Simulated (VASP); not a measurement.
Here is a VASP 6.6.1 calculation.

The input INCAR:

```
SYSTEM = HfSn3S8
  ALGO = Normal
  EDIFF = 1E-6
  ENCUT = 520
  GGA = PE
  ISIF = 2
  ISMEAR = 0
  LASPH = .True.
  LCHARG = .False.
  LREAL = .False.
  LWAVE = .False.
  NBANDS = 62
  NELM = 80
  PREC = Accurate
  SIGMA = 0.1
```

Contents of KPOINTS:

```
k-points
0
Gamma
  6 6 1
  0 0 0
```

Contents of POSCAR:

```
HfSn3S8
1.0
    3.6802470300      0.0000000000      0.0000000000
   -1.8401235200      3.1871874200      0.0000000000
    0.0000000000      0.0000000000     24.9556156800
Hf Sn S
1 3 8
Direct
    0.0000000000      0.0000000000      0.5000000000
    0.0000000000      0.0000000000      0.0000000000
    0.0000000000      0.0000000000      0.2500000000
    0.0000000000      0.0000000000      0.7500000000
    0.3333333300      0.6666666700      0.0586633700
    0.3333333300      0.6666666700      0.3086633700
    0.3333333300      0.6666666700      0.5586633700
    0.3333333300      0.6666666700      0.8086633700
    0.6666666700      0.3333333300      0.1913366300
    0.6666666700      0.3333333300      0.4413366300
    0.6666666700      0.3333333300      0.6913366300
    0.6666666700      0.3333333300      0.9413366300
```

Potentials or basis: VASP PAW PBE potentials, release 64 (Hf_pv, Sn_d, S).

Run with:

```sh
$ cat potpaw_PBE.64/Hf_pv/POTCAR potpaw_PBE.64/Sn_d/POTCAR potpaw_PBE.64/S/POTCAR > POTCAR
$ mpirun -np 1 vasp_std > vasp.out
```

(1) Estimate the pressure.

(2) What does it give for the largest force?

(3) What does it give for the band gap on the k mesh?

Answers

(1) 0.6 GPa.

(2) 0.445 eV/Å.

(3) 1.21 eV (least direct gap 1.72 eV).

Caveat: spin-orbit coupling is left out, which moves the levels of the heavy elements; an odd mesh through Γ misses points on the zone boundary, where band edges can lie; this functional lacks dispersion, which binds the layers, so the pressure and a relaxed spacing across them are unreliable.
